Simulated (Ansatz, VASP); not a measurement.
## One calculation of AlNi, two programs

```
Al Ni
1.0
     1.93869   -1.95319    0.00000
     1.93869    1.95319    0.00000
     0.00000    0.00000    3.09943
Al Ni
1 1
Cartesian
  0.0000 0.0000 0.0000
  1.9387 0.0000 1.5497
```

Alike in both runs: task single point; functional PBEsol; k mesh 16 × 16 × 14; occupations gaussian, width 0.05 eV; no spin polarisation.

|  | VASP | Ansatz |
| --- | --- | --- |
| version | VASP 6.6.1 | Ansatz 0.2.0 |
| potentials or method | VASP PAW PBE potentials, release 64 (Al, Ni), cutoff 520 eV | scalar-relativistic, plane waves, PAW |
| valence electrons in the cell | 13 | 21 |

```csv
,VASP,Ansatz,Ansatz less VASP
gap on the k mesh at the Fermi level (eV),none,none,-
pressure (GPa),0.4,0.3,-0.03
"traceless stress, the component that is largest in VASP (GPa)",-4.72,-4.58,+0.141
```

VASP's potentials were made for PBE, not for PBEsol. A gap of «none» marks a metal or a gap that the smearing closes. VASP's potentials hold 13 valence electrons a cell and Ansatz's 21, so a difference there can come from the potentials and not from the codes.
